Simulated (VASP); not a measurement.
Crystal: Mn.

```
Mn
1.0
     2.48365    0.00000    0.00000
    -1.24182    2.15090    0.00000
     0.00000    0.00000    4.02620
Mn
2
Direct
  0.66667 0.33333 0.75000
  0.33333 0.66667 0.25000
```

Base run:

- Program: VASP 6.6.1
- Functional: PBE
- Potentials or basis: VASP PAW PBE potentials, release 64 (Mn_pv)
- Cutoff: 520 eV
- k mesh: 15 × 15 × 8
- Occupations: fermi-dirac, width 0.05 eV
- Spin: no spin polarisation

Its results: band gap on the k mesh zero (band 13 reaches 11.23 eV, above the bottom of band 14 at 9.33 eV); pressure -1.3 GPa.

Q: The run is repeated on the same cell with these changes: spin from no spin polarisation to collinear spin, antiferromagnetic start; further incar settings from ALGO = Normal; EDIFF = 1e-06; NBANDS = 20 to ALGO = Normal; EDIFF = 1e-06; NBANDS = 24. What comes out?

A: Band gap on the k mesh zero (filled and empty bands overlap); pressure -0.2 GPa; net moment 0.00 μB per cell; site moments Mn +0.47, -0.47 μB.

Caveats: the moment fell far below its start of 4 μB, so a state of higher moment may lie lower in energy (some runs).
